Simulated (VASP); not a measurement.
# Cr (Fm-3m) in VASP: single point with PBE

Aim: the single point of Cr with PBE.

Everything below comes from runs of VASP 6.6.1. Logs are shortened: lines on timing, memory, paths and dates and some standing lists are left out, and cuts for length are marked.

## (1) The cell of the first run

Symmetry: Fm-3m, No. 225, cubic system. Conventional cell: a = 3.808 Å, b = 3.808 Å, c = 3.808 Å, α = 90.00°, β = 90.00°, γ = 90.00°. Within 3.6 Å of Cr (site symmetry m-3m) lie 12 Cr at 2.69 Å.

## (2) Single point, PBE, collinear spin, zero start

INCAR

```
PREC = Accurate ; ENCUT = 500
EDIFF = 1E-6 ; ISMEAR = -1
SIGMA = 0.1 ; LREAL = False
LASPH = True ; NELM = 200
ALGO = Normal ; ISIF = 2
LWAVE = False ; LCHARG = True
ISPIN = 2 ; MAGMOM = 0
LORBIT = 11 ; LMAXMIX = 4
GGA = PE ; LELF = True
LVHAR = True ; NBANDS = 16
GGA_COMPAT = False
```

KPOINTS

```
Automatic mesh
0
Gamma
  8 8 8
```

POSCAR

```
Cr
1.0
    0.0000000000      1.9040000000      1.9040000000
    1.9040000000      0.0000000000      1.9040000000
    1.9040000000      1.9040000000      0.0000000000
Cr
1
Direct
    0.0000000000      0.0000000000      0.0000000000
```

Potentials or basis: VASP PAW PBE potentials, release 64 (Cr_pv).

Started as:

```sh
> cat potpaw_PBE.64/Cr_pv/POTCAR > POTCAR
> mpirun -np 1 vasp_std > vasp.out
```

OUTCAR:

```text
PREC = Accurate
   ENCUT = 500
   EDIFF = 1E-6
   ISMEAR = -1
   LREAL = False
   LASPH = True
   NELM = 200
   ISIF = 2
   ISPIN = 2
   LORBIT = 11
   GGA = PE

 ion  position               nearest neighbor table
   1  0.000  0.000  0.000-

  LATTYP: Found a face centered cubic cell.
 ALAT       =     3.8080000000

  Lattice vectors:

 A1 = (   0.0000000000,   1.9040000000,   1.9040000000)
 A2 = (   1.9040000000,   0.0000000000,   1.9040000000)
 A3 = (   1.9040000000,   1.9040000000,   0.0000000000)

Analysis of symmetry for initial positions (statically):
=====================================================================
 Subroutine PRICEL returns:
 Original cell was already a primitive cell.

 Routine SETGRP: Setting up the symmetry group for a
 face centered cubic supercell.

 Subroutine GETGRP returns: Found 48 space group operations
 (whereof 48 operations were pure point group operations)
 out of a pool of 48 trial point group operations.

The static configuration has the point symmetry O_h .

Analysis of symmetry for dynamics (positions and initial velocities):
=====================================================================
 Subroutine PRICEL returns:
 Original cell was already a primitive cell.

 Routine SETGRP: Setting up the symmetry group for a
 face centered cubic supercell.

 Subroutine GETGRP returns: Found 48 space group operations
 (whereof 48 operations were pure point group operations)
 out of a pool of 48 trial point group operations.

The dynamic configuration has the point symmetry O_h .

Analysis of structural, dynamic, and magnetic symmetry:
=====================================================================
 Subroutine PRICEL returns:
 Original cell was already a primitive cell.

 Routine SETGRP: Setting up the symmetry group for a
 face centered cubic supercell.

 Subroutine GETGRP returns: Found 48 space group operations
 (whereof 48 operations were pure point group operations)
 out of a pool of 48 trial point group operations.

The overall configuration has the point symmetry O_h .

 Subroutine INISYM returns: Found 48 space group operations
 (whereof 48 operations are pure point group operations),
 and found     1 'primitive' translations

----------------------------------------------------------------------------------------

                                     Primitive cell

  volume of cell :      13.8048

  direct lattice vectors                    reciprocal lattice vectors
     0.000000000  1.904000000  1.904000000    -0.262605042  0.262605042  0.262605042
[... 95 lines left out ...]
   NELECT =      12.0000    total number of electrons
   NUPDOWN=      -1.0000    fix difference up-down
   EMIN   =  10.00;   EMAX   =-10.00  energy-range for DOS
   EFERMI =   0.00;   METHOD = LEGACY
   ISMEAR =    -1;   SIGMA  =   0.10  broadening in eV -4-tet -1-fermi 0-gaus
   EFERMI_NEDOS =   21; number of points for ismear=-14 and -15
   IALGO  =     38    algorithm
   IMIX   =      4    mixing-type and parameters
     AMIX     =   0.40;   BMIX     =  1.00
     AMIX_MAG =   1.60;   BMIX_MAG =  1.00
  volume/ion in A,a.u.               =      13.80        93.16
  Fermi-wavevector in a.u.,A,eV,Ry     =   1.562398  2.952504 33.213006  2.441087
  Thomas-Fermi vector in A             =   2.665322
   LORBIT       =     11    0 simple, 1 ext, 2 COOP (PROOUT), +10 PAW based schemes
   GGA     = PE    functional components
   LHFCALC =     F    Hartree Fock is set to
   AEXX    =    0.0000 exact exchange contribution
   IVDW    =     0    specifies the selected vdW correction
   LEPSILON=     F    determine dielectric tensor
   LRPA    =     F    only Hartree local field effects (RPA)
 spin polarized calculation
  energy-cutoff  :      500.00
  volume of cell :       13.80
 maximum number of plane-waves:       363
   NGX =  9   NGY =  9   NGZ =  9

 number of electron      12.0000010 magnetization      -0.0000010

 number of electron      12.0000010 magnetization       0.0000006

 Free energy of the ion-electron system (eV)
  ---------------------------------------------------
  ext. energy  EPLUGINS =         0.00000000
  ---------------------------------------------------
  free energy    TOTEN  =        -8.98215009 eV

  energy without entropy =       -8.91313893  energy(sigma->0) =       -8.94764451

 E-fermi :   8.3906     XC(G=0): -12.6620

 val. band max:        8.3688851743   @ k =   0.2500   0.1250   0.0000
 cond. band min:       8.4698005716   @ k =  -0.1250   0.1250   0.0000
 fundamental gap:      0.1009153973
 Fermi energy:         8.3906085809

 spin component 1

 k-point     1 :       0.0000    0.0000    0.0000
  band No.  band energies     occupation
      1     -34.2124      1.00000
      2     -34.2124      1.00000
      3     -34.2124      1.00000
      4       1.4523      1.00000
      5       8.0662      0.96245
      6       8.0662      0.96245
[... 435 lines left out ...]
      5       6.8614      1.00000
      6       7.7449      0.99843
[... 8 lines left out ...]
     15      34.7891      0.00000
     16      39.8568      0.00000

 [... further k-points ...]

 spin component 2

 k-point     1 :       0.0000    0.0000    0.0000
  band No.  band energies     occupation
      1     -34.2124      1.00000
      2     -34.2124      1.00000
      3     -34.2124      1.00000
      4       1.4523      1.00000
      5       8.0662      0.96245
      6       8.0662      0.96245
[... 435 lines left out ...]
      5       6.8614      1.00000
      6       7.7449      0.99843
[... 8 lines left out ...]
     15      34.7891      0.00000
     16      39.8568      0.00000

 [... further k-points ...]
[... 5 lines left out ...]
  --------------------------------------------------------------------------------------
  -------------------------------------------------------------------------------------
  Total       -2.2186344     -2.2186344     -2.2186344      0.0000000     -0.0000000      0.0000000
  in kB     -257.4930433   -257.4930433   -257.4930433      0.0000000     -0.0000000      0.0000000
  external PRESSURE =    -257.4930433 kB  Pullay stress =       0.0000000 kB

 VOLUME and BASIS-vectors are now :
 -----------------------------------------------------------------------------
  energy-cutoff  :      500.00
  volume of cell :       13.80
      direct lattice vectors                 reciprocal lattice vectors
     0.000000000  1.904000000  1.904000000    -0.262605042  0.262605042  0.262605042
     1.904000000  0.000000000  1.904000000     0.262605042 -0.262605042  0.262605042
     1.904000000  1.904000000  0.000000000     0.262605042  0.262605042 -0.262605042

 POSITION                                       TOTAL-FORCE (eV/Angst)
 -----------------------------------------------------------------------------------
      0.00000      0.00000      0.00000         0.000000      0.000000      0.000000
 -----------------------------------------------------------------------------------
    total drift:                                0.000000      0.000000      0.000000

  FREE ENERGIE OF THE ION-ELECTRON SYSTEM (eV)
  ---------------------------------------------------
  free  energy   TOTEN  =        -8.9821500896 eV

  energy  without entropy=       -8.9131389296  energy(sigma->0) =       -8.94764451

 total charge

# of ion       s       p       d       tot
------------------------------------------
    1        0.391   6.299   4.044  10.734

 magnetization (x)

# of ion       s       p       d       tot
------------------------------------------
    1       -0.000   0.000   0.000   0.000
```

stdout:

```text
POSCAR found type information on POSCAR Cr
 POSCAR found :  1 types and       1 ions
 scaLAPACK will be used
 LDA part: xc-table for (Slater+PW92), standard interpolation
 POSCAR, INCAR and KPOINTS ok, starting setup
 FFT: planning ... GRIDC
 FFT: planning ... GRID_SOFT
 FFT: planning ... GRID
 WAVECAR not read
 entering main loop
```

It took 10 s on 1 thread of Intel Xeon Platinum 8375C at 2.90GHz (Ice Lake), shared host; peak memory 0.13 GiB.

What came out:

* Free energy: -8.9822 eV
* Pressure: -25.7 GPa
* Band gap on the k mesh: zero (filled and empty bands overlap)
* Net moment: 0.00 μB per cell
* Valence electrons inside the program's atomic spheres: Cr 10.73

Levels at points of the mesh, in eV from the Fermi level:
Spin up:
```
           k point  band 4  band 5  band 6  band 7  band 8  band 9
(0.00, 0.00, 0.00)   -6.94   -0.32   -0.32   -0.32    1.09    1.09
(0.50, 0.00, 0.00)   -3.32   -0.41   -0.41    0.61    2.05    2.05
(0.50, 0.50, 0.00)   -3.34   -2.63    2.02    2.29    2.29    3.12
```
Spin down:
| k point | band 4 | band 5 | band 6 | band 7 | band 8 | band 9 |
| --- | --- | --- | --- | --- | --- | --- |
| (0.00, 0.00, 0.00) | -6.94 | -0.32 | -0.32 | -0.32 | 1.09 | 1.09 |
| (0.50, 0.00, 0.00) | -3.32 | -0.41 | -0.41 | 0.61 | 2.05 | 2.05 |
| (0.50, 0.50, 0.00) | -3.34 | -2.63 | 2.02 | 2.29 | 2.29 | 3.12 |
